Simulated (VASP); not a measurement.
A run of VASP 6.6.1:

File INCAR:

```
SYSTEM = MgCd2O3
  PREC = Accurate
  ENCUT = 520
  EDIFF = 1E-8
  ISMEAR = 0
  SIGMA = 0.01
  LREAL = .FALSE.
  LASPH = .TRUE.
  NELM = 100
  ALGO = Normal
  ISIF = 2
  LWAVE = .FALSE.
  LCHARG = .FALSE.
  GGA = PE
  IBRION = 8
  NSW = 1
  LEPSILON = .TRUE.
  KPAR = 4
```

The input KPOINTS:

```
regular mesh
0
G
  12 12 4
  0 0 0
```

POSCAR

```
MgCd2O3
1.0
    3.2383456261      0.0000000000      0.0000000000
   -1.6191728131      2.8044895784      0.0000000000
    0.0000000000      0.0000000000      8.0895554489
Mg Cd O
1 2 3
Direct
    0.0000000000      0.0000000000      0.5000000000
    0.6666666667      0.3333333333      0.8232301413
    0.3333333333      0.6666666667      0.1767698587
    0.3333333333      0.6666666667      0.6413570638
    0.6666666667      0.3333333333      0.3586429362
    0.0000000000      0.0000000000      0.0000000000
```

Potentials or basis: VASP PAW PBE potentials, release 64 (Mg, Cd, O).

Command:

```sh
$ cat potpaw_PBE.64/Mg/POTCAR potpaw_PBE.64/Cd/POTCAR potpaw_PBE.64/O/POTCAR > POTCAR
$ mpirun -np 4 vasp_std > vasp.out
```

Hardware: 4 MPI ranks on Intel(R) Xeon(R) Platinum 8259CL CPU @ 2.50GHz (Skylake/Cascade Lake), on a shared host.

Task: Estimate the wall time of this run.

Result: Run time: 20 min on 4 MPI ranks on Intel(R) Xeon(R) Platinum 8259CL CPU @ 2.50GHz (Skylake/Cascade Lake), on a shared host, peak memory 1.4 GiB a rank. Counts: scf iterations 222, k points 69.
